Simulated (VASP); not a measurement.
Mg: relaxation of cell and atoms with r2SCAN

Mg:

```xyz
1
Lattice="-1.7795 1.7795 1.7795 1.7795 -1.7795 1.7795 1.7795 1.7795 -1.7795" Properties=species:S:1:pos:R:3 pbc="T T T"
Mg    0.0000    0.0000    0.0000
```

```json
{"Program": "VASP 6.6.1", "Task": "relaxation of cell and atoms", "Functional": "r2SCAN", "Potentials or basis": "VASP PAW PBE potentials, release 64 (Mg)", "Cutoff": "600 eV", "k mesh": "22 × 22 × 22", "Occupations": "gaussian, width 0.1 eV", "Spin": "no spin polarisation", "Dipole correction": "no", "Further INCAR settings": "ALGO = Normal; EDIFF = 1e-07; IBRION = 2; EDIFFG = -0.01; NSW = 100; ISIF = 3"}
```

```
Relaxed volume                         : 22.40 Å³/atom
Relaxed cell                           : a = 3.076 Å, b = 3.076 Å, c = 3.076 Å, α = 109.47°, β = 109.47°, γ = 109.47°
Space group after relaxing (to 0.05 Å) : Im-3m (No. 229)
Energy gained by relaxing              : 0.2 meV/atom
Ionic steps                            : 2
Pressure after relaxing                : -0.1 GPa
Band gap on the k mesh                 : zero (band 1 reaches 6.96 eV, above the bottom of band 2 at 1.94 eV)
```

The path:
| step | energy change (eV) | largest force (eV/Å) | pressure (GPa) | volume (Å³) |
| --- | --- | --- | --- | --- |
| 1 | 0.0000 | 0.0000 | -0.31 | 22.54 |
| 2 | -0.0002 | 0.0000 | -0.07 | 22.40 |

Final structure:
```yaml
crystal:
  lattice:
    - [-1.77584, 1.77584, 1.77584]
    - [1.77584, -1.77584, 1.77584]
    - [1.77584, 1.77584, -1.77584]
  atoms:
    - { symbol: Mg, position: [0.00000, 0.00000, 0.00000] }
```

Levels at points of the mesh, in eV from the Fermi level:
```
           k point  band 1  band 2  band 3  band 4  band 5
(0.00, 0.00, 0.00)   -7.54   14.04   14.04   14.04   16.22
(0.50, 0.00, 0.00)   -1.75   -0.89    9.22   10.25   11.05
(0.50, 0.50, 0.50)    4.13    4.13    4.17    4.17    4.17
```

Run time: 3.9 min on 1 thread of Intel(R) Xeon(R) Platinum 8375C CPU @ 2.90GHz (Ice Lake), with other jobs on the host, peak memory 0.21 GiB.

Caveat: the PAW data sets were made with another functional, which shifts forces and pressure a little.
